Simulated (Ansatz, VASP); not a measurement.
**Hg: VASP beside Ansatz**

The input INCAR:

```
SYSTEM = Hg
ALGO = Fast
EDIFF = 1E-6
ENCUT = 520
GGA = PS
ISIF = 2
ISMEAR = 0
IVDW = 12
LASPH = .TRUE.
LCHARG = .FALSE.
LREAL = .FALSE.
LWAVE = .FALSE.
NBANDS = 19
NELM = 60
PREC = Accurate
SIGMA = 0.15
```

The input KPOINTS:

```
k-points
0
G
  18 18 10
  0 0 0
```

File POSCAR:

```
Hg
1.0
    3.1744238445      0.0000000000      0.0000000000
   -1.5872119222      2.7491316917      0.0000000000
    0.0000000000      0.0000000000      4.7911579085
Hg
2
Direct
    0.6666666667      0.3333333333      0.7500000000
    0.3333333333      0.6666666667      0.2500000000
```

Input for Ansatz:

```yaml
crystal:
  lattice:
    - [3.1744238445, 0.0, 0.0]
    - [-1.5872119222, 2.7491316917, 0.0]
    - [0.0, 0.0, 4.7911579085]
  atoms:
    - { symbol: Hg, position: [0.6666666667, 0.3333333333, 0.75] }
    - { symbol: Hg, position: [0.3333333333, 0.6666666667, 0.25] }
basis:
  ecutwfc: 420
kpoints:
  mp_grid: { grid: [18, 18, 10] }
hamiltonian:
  xc: pbesol
  dispersion: d3bj
scf:
  occupations: { method: gaussian, width: 0.15 }
output:
  forces: true
  stress: true
  eigenvalues: true
```

Alike in both runs: task single point; functional PBEsol; dispersion D3(BJ); k mesh 18 × 18 × 10; occupations gaussian, width 0.15 eV; no spin polarisation.

|  | VASP | Ansatz |
| --- | --- | --- |
| version | VASP 6.6.1 | Ansatz 0.2.0 |
| potentials or method | VASP PAW PBE potentials, release 64 (Hg), cutoff 520 eV | scalar-relativistic, plane waves, PAW |
| valence electrons in the cell | 24 | 40 |

```tsv
	VASP	Ansatz	Ansatz less VASP
gap on the k mesh at the Fermi level (eV)	none	none	-
pressure (GPa)	3.6	2.9	-0.70
traceless stress, the component that is largest in VASP (GPa)	0.31	0.18	-0.131
```

VASP's potentials were made for PBE, not for PBEsol. A gap of «none» marks a metal or a gap that the smearing closes. VASP's potentials hold 24 valence electrons a cell and Ansatz's 40, so a difference there can come from the potentials and not from the codes.

Neither program's run includes spin-orbit coupling.
